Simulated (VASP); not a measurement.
## MnO: single point with LDA+U

Crystal: MnO.

```xyz
2
Lattice="0.0000 2.2230 2.2230 2.2230 0.0000 2.2230 2.2230 2.2230 0.0000" Properties=species:S:1:pos:R:3 pbc="T T T"
Mn    0.0000    0.0000    0.0000
O     2.3230    2.2230    2.3230
```

```yaml
Program: VASP 6.6.1
Task: single point
Functional: LDA
Potentials_or_basis: VASP PAW LDA potentials, release 64 (Mn_pv, O)
Cutoff: 520 eV
k_mesh: 9 × 9 × 9, shifted
Occupations: fermi-dirac, width 0.02 eV
Spin: collinear spin, ferromagnetic start
Starting_moments: "[4.0, 0.0] μB"
Hubbard_terms: Mn d U = 4.5 eV
```

```json
{
 "Pressure": "-3.4 GPa",
 "Largest force": "0.491 eV/Å",
 "Band gap on the k mesh": "0.51 eV (least direct gap 2.76 eV)",
 "Net moment": "5.00 μB per cell",
 "Site moments": "Mn +4.60; O +0.16 μB",
 "Valence electrons inside the program's atomic spheres": "Mn 11.38; O 4.98"
}
```

Forces on the atoms (eV/Å):
```
Mn   0.347  0.000  0.347
O   -0.347  0.000 -0.347
```

Stress tensor (GPa, compression positive):
```
-2.66  0.00 -0.41
 0.00 -5.03  0.00
-0.41  0.00 -2.66
```

Levels at points of the mesh, in eV from the valence-band top:
Spin up:
```csv
k point,band 10,band 11,band 12,band 13,band 14,band 15
"(0.50, 0.50, 0.50)",-2.60,-0.09,0.00,4.17,8.34,12.40
"(0.50, 0.00, 0.00)",-2.62,-0.18,-0.10,4.21,8.35,12.42
"(0.00, 0.00, 0.50)",-2.62,-0.18,-0.10,4.21,8.35,12.42
"(0.00, 0.50, 0.00)",-2.60,-0.09,0.00,4.17,8.34,12.40
```
Spin down:
```csv
k point,band 3,band 4,band 5,band 6,band 7,band 8,band 9,band 10,band 11,band 12
"(0.50, 0.50, 0.50)",-44.64,-17.65,-6.52,-3.73,-3.67,4.13,4.46,4.48,5.01,5.90
"(0.50, 0.00, 0.00)",-44.65,-17.65,-6.53,-3.67,-3.63,4.13,4.31,4.46,4.84,5.81
"(0.00, 0.00, 0.50)",-44.65,-17.65,-6.53,-3.67,-3.63,4.13,4.31,4.46,4.84,5.81
"(0.00, 0.50, 0.00)",-44.64,-17.65,-6.52,-3.73,-3.67,4.13,4.46,4.48,5.01,5.90
```

Eigenvalues of the final occupation matrices:
| site | spin | trace | eigenvalues |
| --- | --- | --- | --- |
| site 1 d | 1 | 4.77 | 0.94 0.94 0.94 0.98 0.98 |
| site 1 d | 2 | 0.22 | 0.02 0.02 0.02 0.08 0.08 |

Wall time 31 min on 1 thread of Oxide Virtual Turin-like Processor, on a shared host, peak memory 0.87 GiB.

Caveat: the cell stands under tension; a shifted mesh leaves out Γ, where band edges can lie; a cell with one magnetic atom can't hold antiferromagnetic order, which such compounds often take. A k mesh can miss the band edges.
